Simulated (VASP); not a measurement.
## PtS2: single point with PBEsol

PtS2:

```
Pt S
1.0
     5.36979    0.00000    0.00000
     0.00000    5.36979    0.00000
     0.00000    0.00000    3.78578
Pt S
2 4
Direct
  0.00000 0.00000 0.00000
  0.50000 0.50000 0.50000
  0.30974 0.30974 0.00000
  0.19026 0.80974 0.50000
  0.80974 0.19026 0.50000
  0.69026 0.69026 0.00000
```

* Program: VASP 6.6.1
* Task: single point
* Functional: PBEsol
* Potentials or basis: VASP PAW PBE potentials, release 64 (Pt, S)
* Cutoff: 520 eV
* k mesh: 4 × 4 × 6
* Occupations: fermi-dirac, width 0.02 eV
* Spin: no spin polarisation

- Pressure: -0.2 GPa
- Largest force: 0.011 eV/Å
- Band gap on the k mesh: zero (band 22 reaches 6.82 eV, above the bottom of band 23 at 6.30 eV)

Forces on the atoms (eV/Å):
```
Pt   0.000  0.000  0.000
Pt   0.000  0.000  0.000
S    0.008  0.008  0.000
S   -0.008  0.008  0.000
S    0.008 -0.008  0.000
S   -0.008 -0.008  0.000
```

Levels at points of the mesh, in eV from the Fermi level:
```csv
k point,band 18,band 19,band 20,band 21,band 22,band 23,band 24,band 25,band 26,band 27
"(0.00, 0.00, 0.00)",-1.31,-1.30,-0.41,-0.12,-0.12,0.28,2.74,2.74,2.96,4.61
"(0.50, 0.00, 0.00)",-1.93,-1.31,-1.31,-0.63,-0.63,2.20,2.20,2.42,2.42,5.30
"(0.50, 0.50, 0.00)",-2.65,-1.38,-1.38,0.38,0.38,0.41,0.41,2.60,2.60,6.10
"(0.00, 0.00, 0.50)",-2.73,-0.92,-0.92,0.01,0.01,0.49,0.49,0.99,0.99,5.10
"(0.50, 0.00, 0.50)",-3.39,-1.13,-1.13,-1.04,-1.04,0.10,0.10,3.54,3.54,7.23
"(0.50, 0.50, 0.50)",-2.47,-0.40,-0.40,-0.33,-0.33,1.18,1.18,1.23,1.23,4.90
```

Wall time 41 s on 1 thread of Intel(R) Xeon(R) Platinum 8375C CPU @ 2.90GHz (Ice Lake), with other jobs on the host, peak memory 0.23 GiB.

Caveat: the PAW data sets were made with another functional, which shifts forces and pressure a little; spin-orbit coupling is left out, which moves the levels of the heavy elements.
